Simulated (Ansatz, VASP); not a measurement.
**One calculation of Cd, two programs**

```xyz
4
Lattice="2.5528 -3.1175 0.0000 2.5528 3.1175 0.0000 0.0000 0.0000 5.6434" Properties=species:S:1:pos:R:3 pbc="T T T"
Cd    2.5528    1.7047    0.7050
Cd    2.5528   -1.4128    2.1167
Cd    2.5528   -1.7047    4.9384
Cd    2.5528    1.4128    3.5267
```

Alike in both runs: functional PBEsol; k mesh 4 × 4 × 4; occupations gaussian, width 0.1 eV; no spin polarisation.

Ansatz relaxed the structure, and its values are those at the end. VASP's run is a single point on that final structure, the one shown.

```csv
,VASP,Ansatz
version,VASP 6.6.1,Ansatz 0.2.0
potentials or method,"VASP PAW PBE potentials, release 64 (Cd_sv_GW), cutoff 630 eV","scalar-relativistic, plane waves, PAW"
valence electrons in the cell,80,80
```

|  | VASP | Ansatz | Ansatz less VASP |
| --- | --- | --- | --- |
| gap on the k mesh at the Fermi level (eV) | none | none | - |
| pressure (GPa) | -0.2 | 0.0 | +0.22 |

VASP's potentials were made for PBE, not for PBEsol. A gap of «none» marks a metal or a gap that the smearing closes. The functional is the same, so the differences come from potentials, cutoffs and numerics.

The k mesh is coarse, so the values compare programs but aren't converged.
